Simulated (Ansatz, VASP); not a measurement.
## Two plane-wave programs on SnSe2

The input INCAR:

```
  ALGO = Normal
  EDIFF = 1E-6
  ENCUT = 520
  GGA = PE
  ISIF = 2
  ISMEAR = 0
  IVDW = 12
  LASPH = True
  LCHARG = False
  LREAL = False
  LWAVE = False
  NBANDS = 35
  NELM = 100
  PREC = Accurate
  SIGMA = 0.03
```

Contents of KPOINTS:

```
k-points
0
Gamma
  10 10 3
```

Contents of POSCAR:

```
SnSe2
1.0
   -3.8390485956      0.0000000000      0.0000000000
   -1.9195242978     -3.3247136102      0.0000000000
    0.0000000000      0.0000000000     16.5232622210
Sn Se
2 4
Direct
    0.0000000000      0.0000000000      0.5457425141
    0.0000000000      0.0000000000      0.1819141714
    0.3333333333      0.3333333333      0.6422126892
    0.3333333333      0.3333333333      0.2783843465
    0.6666666667      0.6666666667      0.0854439963
    0.6666666667      0.6666666667      0.4492723390
```

Input for Ansatz:

```yaml
crystal:
  lattice:
    - [-3.8390485956, 0.0, 0.0]
    - [-1.9195242978, -3.3247136102, 0.0]
    - [0.0, 0.0, 16.523262221]
  atoms:
    - { symbol: Sn, position: [0.0, 0.0, 0.5457425141] }
    - { symbol: Sn, position: [0.0, 0.0, 0.1819141714] }
    - { symbol: Se, position: [0.3333333333, 0.3333333333, 0.6422126892] }
    - { symbol: Se, position: [0.3333333333, 0.3333333333, 0.2783843465] }
    - { symbol: Se, position: [0.6666666667, 0.6666666667, 0.0854439963] }
    - { symbol: Se, position: [0.6666666667, 0.6666666667, 0.449272339] }
basis:
  ecutwfc: 420
kpoints:
  mp_grid: { grid: [10, 10, 3] }
hamiltonian:
  xc: pbe
  dispersion: d3bj
scf:
  occupations: { method: gaussian, width: 0.03 }
output:
  forces: true
  stress: true
  eigenvalues: true
  write_density: true
  write_potential: true
  elf: true
  volumetric_format: npy
```

Alike in both runs: task single point; functional PBE; dispersion D3(BJ); k mesh 10 × 10 × 3; occupations gaussian, width 0.03 eV; no spin polarisation.

|  | VASP | Ansatz |
| --- | --- | --- |
| version | VASP 6.6.1 | Ansatz 0.2.0 |
| potentials or method | VASP PAW PBE potentials, release 64 (Sn_d, Se), cutoff 520 eV | scalar-relativistic, plane waves, PAW |
| valence electrons in the cell | 52 | 92 |

VASP gave:

- gap on the k mesh at the Fermi level (eV): 0.68
- least direct gap on the mesh (eV): 0.94
- rms of the force components (eV/Å): 0.015

**Question.** Estimate Ansatz's values.

**Answer.** gap on the k mesh at the Fermi level (eV): 0.68; least direct gap on the mesh (eV): 0.94; rms of the force components (eV/Å): 0.009.

Atom by atom the forces differ by 0.007 eV/Å (rms over components). VASP's potentials hold 52 valence electrons a cell and Ansatz's 92, so a difference there can come from the potentials and not from the codes. Ansatz's warnings: xc potential rough in thin density.
